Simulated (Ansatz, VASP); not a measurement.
# Two plane-wave programs on C

INCAR

```
PREC = Accurate
ENCUT = 520
EDIFF = 1E-7
ISMEAR = 0
SIGMA = 0.15
LREAL = F
LASPH = T
NELM = 60
ALGO = Normal
ISIF = 2
LWAVE = F
LCHARG = F
GGA = PE
IVDW = 12
NBANDS = 16
```

KPOINTS

```
Automatic mesh
0
Gamma
  18 12 10
```

File POSCAR:

```
C
1.0
   -2.4646600698      0.0000000000      0.0000000000
    0.0000000000      0.0000000000     -3.5719696368
    0.0000000000     -4.2689164642      0.0000000000
C
4
Direct
    0.5000000000      0.0000000000      0.1666666667
    0.0000000000      0.0000000000      0.6385564891
    0.0000000000      0.0000000000      0.3333333333
    0.5000000000      0.0000000000      0.8614435109
```

Input for Ansatz:

```yaml
crystal:
  lattice:
    - [-2.4646600698, 0.0, 0.0]
    - [0.0, 0.0, -3.5719696368]
    - [0.0, -4.2689164642, 0.0]
  atoms:
    - { symbol: C, position: [0.5, 0.0, 0.1666666667] }
    - { symbol: C, position: [0.0, 0.0, 0.6385564891] }
    - { symbol: C, position: [0.0, 0.0, 0.3333333333] }
    - { symbol: C, position: [0.5, 0.0, 0.8614435109] }
basis:
  ecutwfc: 520.0
kpoints:
  mp_grid: { grid: [18, 12, 10] }
hamiltonian:
  xc: pbe
  pseudopotentials: { kind: paw, azcp: { folder: soft_1 } }
  dispersion: d3bj
scf:
  occupations: { method: gaussian, width: 0.15 }
output:
  forces: true
  stress: true
  eigenvalues: true
  write_density: true
  write_potential: true
  elf: true
  volumetric_format: npy
```

Change from the starting cell: mode 8 frozen in at -0.060 Å and mode 12 at +0.060 Å (largest displacements).

Alike in both runs: task single point; functional PBE; dispersion D3(BJ); k mesh 18 × 12 × 10; occupations gaussian, width 0.15 eV; no spin polarisation.

|  | VASP | Ansatz |
| --- | --- | --- |
| version | VASP 6.6.1 | Ansatz 0.2.0 |
| potentials or method | VASP PAW PBE potentials, release 64 (C), cutoff 520 eV | scalar-relativistic, plane waves, PAW |
| valence electrons in the cell | 16 | 16 |

|  | VASP | Ansatz | Ansatz less VASP |
| --- | --- | --- | --- |
| gap on the k mesh at the Fermi level (eV) | none | none | - |
| pressure (GPa) | 10.0 | 9.7 | -0.31 |
| traceless stress, the component that is largest in VASP (GPa) | 16.64 | 16.25 | -0.390 |
| rms of the force components (eV/Å) | 4.732 | 4.717 | -0.0147 |

Atom by atom the forces differ by 0.015 eV/Å (rms over components). A gap of «none» marks a metal or a gap that the smearing closes.
